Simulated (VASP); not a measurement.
# Ti (P6/mmm) in VASP: single point with LDA

Aim: the single point of Ti with LDA.

All numbers are computed with VASP 6.6.1; they aren't measurements. Logs are shortened: lines on timing, memory, paths and dates and some standing lists are left out, and cuts for length are marked.

## (1) The cell of the first run

It takes space group P6/mmm (No. 191, hexagonal). The conventional cell has a = 3.071 Å, b = 3.071 Å, c = 6.565 Å, α = 90.00°, β = 90.00°, γ = 120.00°. Within 4.0 Å of Ti (site symmetry 6/mmm) lie 6 Ti at 3.07 Å.

## (2) Single point, LDA

INCAR

```
SYSTEM = Ti
ALGO     = Normal         ! electronic algorithm
EDIFF    = 1E-7           ! SCF threshold, eV
ENCUT    = 520            ! plane-wave cutoff, eV
GGA      = CA             ! functional
ISIF     = 2              ! what is computed and relaxed
ISMEAR   = -1             ! smearing method
LASPH    = .TRUE.         ! aspherical terms in the spheres
LCHARG   = .FALSE.        ! write CHGCAR
LREAL    = .FALSE.        ! projectors in reciprocal space
LWAVE    = .FALSE.        ! write WAVECAR
NBANDS   = 12             ! bands
NELM     = 80             ! most SCF steps
PREC     = Accurate       ! precision mode
SIGMA    = 0.1            ! smearing width, eV
```

KPOINTS

```
k-points
0
G
  9 9 4
  0 0 0
```

POSCAR

```
Ti
1.0
    3.0710600000      0.0000000000      0.0000000000
   -1.5355300000      2.6596200000      0.0000000000
    0.0000000000      0.0000000000      6.5652900000
Ti
1
Direct
    0.0000000000      0.0000000000      0.5000000000
```

Potentials or basis: VASP PAW LDA potentials, release 64 (Ti_sv).

The run is started by

```
$ cat potpaw_LDA.64/Ti_sv/POTCAR > POTCAR
$ mpirun -np 1 vasp_std > vasp.out
```

OUTCAR:

```text
SYSTEM = Ti
   EDIFF = 1E-7
   ENCUT = 520
   GGA = CA
   ISIF = 2
   ISMEAR = -1
   LASPH = .TRUE.
   LREAL = .FALSE.
   NELM = 80
   PREC = Accurate

 ion  position               nearest neighbor table
   1  0.000  0.000  0.500-

  LATTYP: Found a hexagonal cell.
 ALAT       =     3.0710600000
 C/A-ratio  =     2.1377928142

  Lattice vectors:

 A1 = (   3.0710600000,   0.0000000000,   0.0000000000)
 A2 = (  -1.5355300000,   2.6596200000,   0.0000000000)
 A3 = (   0.0000000000,   0.0000000000,   6.5652900000)

Analysis of symmetry for initial positions (statically):
=====================================================================
 Subroutine PRICEL returns:
 Original cell was already a primitive cell.

 Routine SETGRP: Setting up the symmetry group for a
 hexagonal supercell.

 Subroutine GETGRP returns: Found 24 space group operations
 (whereof 24 operations were pure point group operations)
 out of a pool of 24 trial point group operations.

The static configuration has the point symmetry D_6h.

Analysis of symmetry for dynamics (positions and initial velocities):
=====================================================================
 Subroutine PRICEL returns:
 Original cell was already a primitive cell.

 Routine SETGRP: Setting up the symmetry group for a
 hexagonal supercell.

 Subroutine GETGRP returns: Found 24 space group operations
 (whereof 24 operations were pure point group operations)
 out of a pool of 24 trial point group operations.

The dynamic configuration has the point symmetry D_6h.

 Subroutine INISYM returns: Found 24 space group operations
 (whereof 24 operations are pure point group operations),
 and found     1 'primitive' translations

----------------------------------------------------------------------------------------

                                     Primitive cell

  volume of cell :      53.6243

  direct lattice vectors                    reciprocal lattice vectors
     3.071060000  0.000000000  0.000000000     0.325620470  0.187996781  0.000000000
    -1.535530000  2.659620000  0.000000000     0.000000000  0.375993563  0.000000000
     0.000000000  0.000000000  6.565290000     0.000000000  0.000000000  0.152316196

  length of vectors
     3.071060000  3.071063484  6.565290000     0.375993990  0.375993563  0.152316196

  position of ions in fractional coordinates (direct lattice)
     0.000000000  0.000000000  0.500000000

[... 75 lines left out ...]
   EDIFF  = 0.1E-06   stopping-criterion for ELM
   LREAL  =      F    real-space projection
   EDIFFG = 0.1E-05   stopping-criterion for IOM
   NSW    =      0    number of steps for IOM
   IBRION =     -1    ionic relax: 0-MD 1-quasi-New 2-CG
   NFREE  =      0    steps in history (QN), initial steepest desc. (CG)
   ISIF   =      2    stress and relaxation
   ISYM   =      2    0-nonsym 1-usesym 2-fastsym
   POTIM  = 0.5000    time-step for ionic-motion
   TEBEG  =    0.0;   TEEND  =   0.0 temperature during run
   PSTRESS=    0.0 pullay stress
   NELECT =      12.0000    total number of electrons
   NUPDOWN=      -1.0000    fix difference up-down
   EMIN   =  10.00;   EMAX   =-10.00  energy-range for DOS
   EFERMI =   0.00;   METHOD = LEGACY
   ISMEAR =    -1;   SIGMA  =   0.10  broadening in eV -4-tet -1-fermi 0-gaus
   EFERMI_NEDOS =   21; number of points for ismear=-14 and -15
   IALGO  =     38    algorithm
   IMIX   =      4    mixing-type and parameters
     AMIX     =   0.40;   BMIX     =  1.00
     AMIX_MAG =   1.60;   BMIX_MAG =  1.00
  volume/ion in A,a.u.               =      53.62       361.87
  Fermi-wavevector in a.u.,A,eV,Ry     =   0.993912  1.878222 13.440668  0.987861
  Thomas-Fermi vector in A             =   2.125827
   LORBIT       =      0    0 simple, 1 ext, 2 COOP (PROOUT), +10 PAW based schemes
   GGA     = CA    functional components
   LHFCALC =     F    Hartree Fock is set to
   AEXX    =    0.0000 exact exchange contribution
   IVDW    =     0    specifies the selected vdW correction
   LEPSILON=     F    determine dielectric tensor
   LRPA    =     F    only Hartree local field effects (RPA)
 non-spin polarized calculation
  energy-cutoff  :      520.00
  volume of cell :       53.62
 maximum number of plane-waves:      1464
 NGX is ok and might be reduce to    24
   NGX = 11   NGY = 11   NGZ = 25

 number of electron      11.9999994 magnetization

 Free energy of the ion-electron system (eV)
  ---------------------------------------------------
  ext. energy  EPLUGINS =         0.00000000
  ---------------------------------------------------
  free energy    TOTEN  =        -5.88985855 eV

  energy without entropy =       -5.74552545  energy(sigma->0) =       -5.81769200

 E-fermi :   0.1712     XC(G=0):  -6.4953

 val. band max:        0.1616788906   @ k =   0.2222   0.1111   0.5000
 cond. band min:       0.1748118058   @ k =   0.1111   0.1111   0.2500
 fundamental gap:      0.0131329152
 Fermi energy:         0.1712019943

 k-point     1 :       0.0000    0.0000    0.0000
  band No.  band energies     occupation
      1     -56.3951      2.00000
      2     -33.1856      2.00000
      3     -32.7610      2.00000
      4     -32.7610      2.00000
      5      -3.6808      2.00000
      6      -0.1223      1.89914
      7       0.9356      0.00096
      8       0.9357      0.00096
      9       1.0395      0.00034
     10       2.0183      0.00000
     11       2.0183      0.00000
     12       4.2690      0.00000
[... 331 lines left out ...]
 k-point    24 :       0.3333    0.3333    0.2500
  band No.  band energies     occupation
      1     -56.3472      2.00000
      2     -33.1390      2.00000
      3     -32.9713      2.00000
      4     -32.9713      2.00000
      5       0.0989      1.34649
      6       0.0989      1.34647
      7       0.4644      0.10123
      8       0.4644      0.10122
      9       1.3589      0.00001
     10       6.0354      0.00000
     11       6.0354      0.00000
     12       6.2680      0.00000

 [... further k-points ...]
[... 5 lines left out ...]
  --------------------------------------------------------------------------------------
  -------------------------------------------------------------------------------------
  Total       -3.8059537     -3.8059652     -0.2886230      0.0000000     -0.0000000      0.0000000
  in kB     -113.7135653   -113.7139094     -8.6234238      0.0000000     -0.0000000      0.0000000
  external PRESSURE =     -78.6836328 kB  Pullay stress =       0.0000000 kB

 VOLUME and BASIS-vectors are now :
 -----------------------------------------------------------------------------
  energy-cutoff  :      520.00
  volume of cell :       53.62
      direct lattice vectors                 reciprocal lattice vectors
     3.071060000  0.000000000  0.000000000     0.325620470  0.187996781  0.000000000
    -1.535530000  2.659620000  0.000000000     0.000000000  0.375993563  0.000000000
     0.000000000  0.000000000  6.565290000     0.000000000  0.000000000  0.152316196

 POSITION                                       TOTAL-FORCE (eV/Angst)
 -----------------------------------------------------------------------------------
      0.00000      0.00000      3.28265        -0.000000      0.000000      0.000000
 -----------------------------------------------------------------------------------
    total drift:                                0.000000     -0.000000      0.000000

  FREE ENERGIE OF THE ION-ELECTRON SYSTEM (eV)
  ---------------------------------------------------
  free  energy   TOTEN  =        -5.8898585488 eV

  energy  without entropy=       -5.7455254476  energy(sigma->0) =       -5.81769200
```

It took 42 s on 1 thread of AMD EPYC 7R13, shared host; peak memory 0.13 GiB.

What came out:

| Property | Result |
| --- | --- |
| Free energy | -5.8899 eV |
| Pressure | -7.9 GPa |
| Band gap on the k mesh | zero (band 6 reaches 0.27 eV, above the bottom of band 7 at -0.03 eV) |

Levels at points of the mesh, in eV from the Fermi level:
| k point | band 3 | band 4 | band 5 | band 6 | band 7 | band 8 | band 9 | band 10 |
| --- | --- | --- | --- | --- | --- | --- | --- | --- |
| (0.00, 0.00, 0.00) | -32.93 | -32.93 | -3.85 | -0.29 | 0.76 | 0.76 | 0.87 | 1.85 |
| (0.00, 0.00, 0.50) | -32.93 | -32.93 | -3.79 | -0.03 | 0.01 | 0.76 | 0.76 | 1.85 |
